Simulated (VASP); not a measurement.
Crystal: Rh.

```
Rh
1.0
     0.00000    1.75690    1.75690
     1.75690    0.00000    1.75690
     1.75690    1.75690    0.00000
Rh
1
Direct
  0.00000 0.00000 0.00000
```

Base run:

| Quantity | Value |
| --- | --- |
| Program | VASP 6.6.1 |
| Functional | LDA |
| Potentials or basis | VASP PAW LDA potentials, release 64 (Rh_pv) |
| Cutoff | 520 eV |
| k mesh | 22 × 22 × 22 |
| Occupations | gaussian, width 0.15 eV |
| Spin | collinear spin, ferromagnetic start |
| Starting moments | [0.625] μB |
| Fixed moment | 0.625 μB |

Its results: pressure 110.7 GPa; site moments Rh +0.61 μB.

Task: The run is repeated on the same cell with these changes: fixed moment from 0.625 μB to 0.375 μB; moments at the start from [0.62] to [0.38]. What comes out?

Result: Pressure 107.3 GPa; site moments Rh +0.36 μB.

Caveats: the cell stands under pressure; the total moment is fixed, so each spin has its own Fermi level and the state may be an excited one.
